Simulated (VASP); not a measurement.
# La2O3 (P-3m1) in VASP: single point with PBE

Aim: the single point of La2O3 with PBE.

Program: VASP 6.6.1. These are calculated values, not measurements. Logs are shortened: lines on timing, memory, paths and dates and some standing lists are left out, and cuts for length are marked.

### Step 1. The cell of the first run

The structure is trigonal, space group P-3m1 (No. 164). Conventional cell: a = 3.883 Å, b = 3.883 Å, c = 5.951 Å, α = 90.00°, β = 90.00°, γ = 120.00°. La (site symmetry 3m) has 7 O at 2.34 to 2.67 Å within 3.1 Å. O (site symmetry 3m) has 4 La at 2.34 to 2.41 Å and 6 O at 2.85 to 3.07 Å within 3.1 Å. O (site symmetry -3m) has 6 La at 2.67 Å and 6 O at 3.07 Å within 3.5 Å.

### Step 2. Single point, PBE (strained cell)

INCAR

```
PREC = Accurate
ENCUT = 520
EDIFF = 1E-6
ISMEAR = 0
SIGMA = 0.02
LREAL = False
LASPH = True
NELM = 80
ALGO = Normal
ISIF = 2
LWAVE = False
LCHARG = False
GGA = PE
NBANDS = 28
```

KPOINTS

```
Automatic mesh
0
Gamma
  9 9 4
```

POSCAR

```
La2O3
1.0
    3.8830241602      0.0000000000      0.0000000000
   -1.9415120801      3.3627975663      0.0000000000
    0.0000000000      0.0000000000      5.9511616141
La O
2 3
Direct
    0.6666666667      0.3333333333      0.7574613182
    0.3333333333      0.6666666667      0.2425386818
    0.6666666667      0.3333333333      0.3523770452
    0.3333333333      0.6666666667      0.6476229548
    0.0000000000      0.0000000000      0.0000000000
```

Potentials or basis: VASP PAW PBE potentials, release 64 (La, O).

On the command line:

```sh
> cat potpaw_PBE.64/La/POTCAR potpaw_PBE.64/O/POTCAR > POTCAR
> mpirun -np 1 vasp_std > vasp.out
```

OUTCAR:

```text
PREC = Accurate
   ENCUT = 520
   EDIFF = 1E-6
   ISMEAR = 0
   LREAL = False
   LASPH = True
   NELM = 80
   ISIF = 2
   GGA = PE

 ion  position               nearest neighbor table
   1  0.667  0.333  0.757-   4 2.34   4 2.34   4 2.34   3 2.41   5 2.67   5 2.67   5 2.67   2 3.66
                             2 3.66   2 3.66
   2  0.333  0.667  0.243-   3 2.34   3 2.34   3 2.34   4 2.41   5 2.67   5 2.67   5 2.67   1 3.66
                             1 3.66   1 3.66
   3  0.667  0.333  0.352-   2 2.34   2 2.34   2 2.34   1 2.41
   4  0.333  0.667  0.648-   1 2.34   1 2.34   1 2.34   2 2.41
   5  0.000  0.000  0.000-   1 2.67   2 2.67   1 2.67   2 2.67   1 2.67   2 2.67

  LATTYP: Found a hexagonal cell.
 ALAT       =     3.8830241602
 C/A-ratio  =     1.5326099887

  Lattice vectors:

 A1 = (   3.8830241602,   0.0000000000,   0.0000000000)
 A2 = (  -1.9415120801,   3.3627975663,   0.0000000000)
 A3 = (   0.0000000000,   0.0000000000,   5.9511616141)

Analysis of symmetry for initial positions (statically):
=====================================================================
 Subroutine PRICEL returns:
 Original cell was already a primitive cell.

 Routine SETGRP: Setting up the symmetry group for a
 hexagonal supercell.

 Subroutine GETGRP returns: Found 12 space group operations
 (whereof 12 operations were pure point group operations)
 out of a pool of 24 trial point group operations.

The static configuration has the point symmetry D_3d.

Analysis of symmetry for dynamics (positions and initial velocities):
=====================================================================
 Subroutine PRICEL returns:
 Original cell was already a primitive cell.

 Routine SETGRP: Setting up the symmetry group for a
 hexagonal supercell.

 Subroutine GETGRP returns: Found 12 space group operations
 (whereof 12 operations were pure point group operations)
 out of a pool of 24 trial point group operations.

The dynamic configuration has the point symmetry D_3d.

 Subroutine INISYM returns: Found 12 space group operations
 (whereof 12 operations are pure point group operations),
 and found     1 'primitive' translations

----------------------------------------------------------------------------------------

                                     Primitive cell

  volume of cell :      77.7092

  direct lattice vectors                    reciprocal lattice vectors
     3.883024160  0.000000000  0.000000000     0.257531233  0.148685727  0.000000000
[... 96 lines left out ...]
   IBRION =     -1    ionic relax: 0-MD 1-quasi-New 2-CG
   NFREE  =      0    steps in history (QN), initial steepest desc. (CG)
   ISIF   =      2    stress and relaxation
   ISYM   =      2    0-nonsym 1-usesym 2-fastsym
   POTIM  = 0.5000    time-step for ionic-motion
   TEBEG  =    0.0;   TEEND  =   0.0 temperature during run
   PSTRESS=    0.0 pullay stress
   NELECT =      40.0000    total number of electrons
   NUPDOWN=      -1.0000    fix difference up-down
   EMIN   =  10.00;   EMAX   =-10.00  energy-range for DOS
   EFERMI =   0.00;   METHOD = LEGACY
   ISMEAR =     0;   SIGMA  =   0.02  broadening in eV -4-tet -1-fermi 0-gaus
   EFERMI_NEDOS =   21; number of points for ismear=-14 and -15
   IALGO  =     38    algorithm
   IMIX   =      4    mixing-type and parameters
     AMIX     =   0.40;   BMIX     =  1.00
     AMIX_MAG =   1.60;   BMIX_MAG =  1.00
  volume/ion in A,a.u.               =      15.54       104.88
  Fermi-wavevector in a.u.,A,eV,Ry     =   1.312010  2.479340 23.420681  1.721372
  Thomas-Fermi vector in A             =   2.442432
   LORBIT       =      0    0 simple, 1 ext, 2 COOP (PROOUT), +10 PAW based schemes
   GGA     = PE    functional components
   LHFCALC =     F    Hartree Fock is set to
   AEXX    =    0.0000 exact exchange contribution
   IVDW    =     0    specifies the selected vdW correction
   LEPSILON=     F    determine dielectric tensor
   LRPA    =     F    only Hartree local field effects (RPA)
 non-spin polarized calculation
 Gauss-broadening in eV      SIGMA  =   0.02
  energy-cutoff  :      520.00
  volume of cell :       77.71
 maximum number of plane-waves:      2134
 NGX is ok and might be reduce to    30
   NGX = 15   NGY = 15   NGZ = 23

 number of electron      39.9999991 magnetization

 Free energy of the ion-electron system (eV)
  ---------------------------------------------------
  ext. energy  EPLUGINS =         0.00000000
  ---------------------------------------------------
  free energy    TOTEN  =       -41.69129356 eV

  energy without entropy =      -41.69129356  energy(sigma->0) =      -41.69129356

 E-fermi :   6.6384     XC(G=0): -10.7319

 val. band max:        6.4818823037   @ k =   0.4444  -0.0000   0.5000
 cond. band min:      10.4125838691   @ k =   0.3333   0.3333   0.0000
 fundamental gap:      3.9307015653
 Fermi energy:         6.6383715859

 k-point     1 :       0.0000    0.0000    0.0000
  band No.  band energies     occupation
      1     -23.1988      2.00000
      2     -22.8787      2.00000
      3     -10.6150      2.00000
      4      -9.2795      2.00000
      5      -8.8781      2.00000
      6      -6.6525      2.00000
[... 733 lines left out ...]
     27      12.1491      0.00000
     28      12.2684      0.00000

 [... further k-points ...]

------------------------ aborting loop because EDIFF is reached ----------------------------------------

  FORCE on cell =-STRESS in cart. coord.  units (eV):
  Direction    XX          YY          ZZ          XY          YZ          ZX
  --------------------------------------------------------------------------------------
  -------------------------------------------------------------------------------------
  Total        4.1378398      4.1378398      3.8480556      0.0000000      0.0000000      0.0000000
  in kB       85.3123094     85.3123094     79.3376549      0.0000000      0.0000000      0.0000000
  external PRESSURE =      83.3207579 kB  Pullay stress =       0.0000000 kB

 VOLUME and BASIS-vectors are now :
 -----------------------------------------------------------------------------
  energy-cutoff  :      520.00
  volume of cell :       77.71
      direct lattice vectors                 reciprocal lattice vectors
     3.883024160  0.000000000  0.000000000     0.257531233  0.148685727  0.000000000
    -1.941512080  3.362797566  0.000000000     0.000000000  0.297371453  0.000000000
     0.000000000  0.000000000  5.951161614     0.000000000  0.000000000  0.168034422

 POSITION                                       TOTAL-FORCE (eV/Angst)
 -----------------------------------------------------------------------------------
      1.94151      1.12093      4.50777        -0.000000      0.000000     -0.016719
     -0.00000      2.24187      1.44339         0.000000      0.000000      0.016719
      1.94151      1.12093      2.09705        -0.000000      0.000000     -0.005915
     -0.00000      2.24187      3.85411         0.000000      0.000000      0.005915
      0.00000      0.00000      0.00000         0.000000      0.000000      0.000000
 -----------------------------------------------------------------------------------
    total drift:                               -0.000000      0.000000      0.000000

  FREE ENERGIE OF THE ION-ELECTRON SYSTEM (eV)
  ---------------------------------------------------
  free  energy   TOTEN  =       -41.6912935627 eV

  energy  without entropy=      -41.6912935627  energy(sigma->0) =      -41.69129356
```

OSZICAR:

```text
N       E                     dE             d eps       ncg     rms          rms(c)
DAV:   1     0.475945330986E+03    0.47595E+03   -0.15533E+04  2512   0.223E+03
DAV:   2     0.830948235104E+02   -0.39285E+03   -0.37277E+03  3208   0.358E+02
DAV:   3    -0.330298054233E+02   -0.11612E+03   -0.11231E+03  3940   0.197E+02
DAV:   4    -0.463930329159E+02   -0.13363E+02   -0.13328E+02  4124   0.711E+01
DAV:   5    -0.472758660251E+02   -0.88283E+00   -0.88215E+00  4208   0.199E+01    0.151E+01
DAV:   6    -0.416876308264E+02    0.55882E+01   -0.47447E+01  3896   0.383E+01    0.753E+00
DAV:   7    -0.416934095993E+02   -0.57788E-02   -0.47909E+00  4688   0.200E+01    0.362E+00
DAV:   8    -0.416999042258E+02   -0.64946E-02   -0.62853E-01  4360   0.635E+00    0.121E+00
DAV:   9    -0.416878189989E+02    0.12085E-01   -0.11950E-01  4264   0.241E+00    0.322E-01
DAV:  10    -0.416900566134E+02   -0.22376E-02   -0.23091E-02  4376   0.104E+00    0.145E-01
DAV:  11    -0.416912187560E+02   -0.11621E-02   -0.56098E-03  4352   0.528E-01    0.109E-01
DAV:  12    -0.416912368480E+02   -0.18092E-04   -0.18559E-03  3936   0.264E-01    0.417E-02
DAV:  13    -0.416912953151E+02   -0.58467E-04   -0.75847E-04  4216   0.175E-01    0.256E-02
DAV:  14    -0.416912924801E+02    0.28350E-05   -0.12063E-04  4368   0.915E-02    0.385E-03
DAV:  15    -0.416912935890E+02   -0.11089E-05   -0.86504E-06  3528   0.217E-02    0.213E-03
DAV:  16    -0.416912935627E+02    0.26325E-07   -0.19400E-06  2656   0.120E-02
   1 F= -.41691294E+02 E0= -.41691294E+02  d E =-.721932E-30
```

It took 5.1 min on 1 thread of Intel Xeon 8259CL, shared host; peak memory 0.26 GiB.

Results:

```yaml
Free_energy: -41.6913 eV
Pressure: 8.3 GPa
Largest_force: 0.017 eV/Å
Band_gap_on_the_k_mesh: 3.93 eV (least direct gap 3.97 eV)
```

Forces on the atoms (eV/Å):
```
La   0.000  0.000 -0.017
La   0.000  0.000  0.017
O    0.000  0.000 -0.006
O    0.000  0.000  0.006
O    0.000  0.000  0.000
```

Stress tensor (GPa, compression positive):
```
8.53 0.00 0.00
0.00 8.53 0.00
0.00 0.00 7.93
```

Levels at points of the mesh, in eV from the valence-band top:
| k point | band 17 | band 18 | band 19 | band 20 | band 21 | band 22 | band 23 | band 24 |
| --- | --- | --- | --- | --- | --- | --- | --- | --- |
| (0.00, 0.00, 0.00) | -1.77 | -0.44 | -0.44 | -0.16 | 4.52 | 4.60 | 4.60 | 5.52 |
| (0.00, 0.00, 0.50) | -1.04 | -0.87 | -0.32 | -0.32 | 4.78 | 4.78 | 4.88 | 5.24 |

Caveat: the cell differs from its parent crystal (strained cell); the cell stands under pressure; spin-orbit coupling is left out, which moves the levels of the heavy elements; an odd mesh through Γ misses points on the zone boundary, where band edges can lie.
